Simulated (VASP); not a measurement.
A run of VASP 6.6.1 is set up as follows.

INCAR

```
SYSTEM = AlIn2N3
PREC = Accurate ; ENCUT = 520
EDIFF = 1E-6 ; ISMEAR = 0
SIGMA = 0.05 ; LREAL = .FALSE.
LASPH = .TRUE. ; NELM = 60
ALGO = Normal ; ISIF = 2
LWAVE = .FALSE. ; LCHARG = .TRUE.
GGA = PS ; LELF = .TRUE.
LVHAR = .TRUE. ; NBANDS = 56
```

The input KPOINTS:

```
regular mesh
0
G
  6 6 6
  0 0 0
```

File POSCAR:

```
AlIn2N3
1.0
    5.0935041006     -2.9313072999      0.0000000000
    5.0935041006      2.9313072999      0.0000000000
    0.0000000000      0.0000000000      5.4450163397
Al In N
2 4 6
Direct
    0.3332864781      0.6758156472      0.9793441873
    0.6518644327      0.3572376926      0.4793441873
    1.0032998641      0.3024744900      1.0071219814
    0.6793212594     -0.0215041147      1.0071219814
    0.0263983143      0.6314188304      0.5071219814
    0.3503769190      0.9553974351      0.5071219814
    0.9631102510      0.3492939418      0.3749234078
    0.6598081835      0.0459918743      0.3749234078
    0.0220406598      0.6837593980      0.8749234078
    0.3253427273      0.9870614655      0.8749234078
    0.3597359268      0.6493661985      0.3285650341
    0.6254149840      0.3836871413      0.8285650341
```

Potentials or basis: VASP PAW PBE potentials, release 64 (Al, In_d, N).

Run with:

```console
$ cat potpaw_PBE.64/Al/POTCAR potpaw_PBE.64/In_d/POTCAR potpaw_PBE.64/N/POTCAR > POTCAR
$ mpirun -np 1 vasp_std > vasp.out
```

(1) Estimate the band gap on the k mesh.

(2) Predict the pressure.

(3) What does it give for the largest force?

## Answers

(1) 0.90 eV (least direct gap 0.93 eV).

(2) 4.4 GPa.

(3) 3.002 eV/Å.

Caveat: the cell differs from its parent crystal (all In atoms moved 0.3 Å in one direction); the stress differs along the axes, from -0 to 11 GPa; the PAW data sets were made with another functional, which shifts forces and pressure a little; spin-orbit coupling is left out, which moves the levels of the heavy elements.
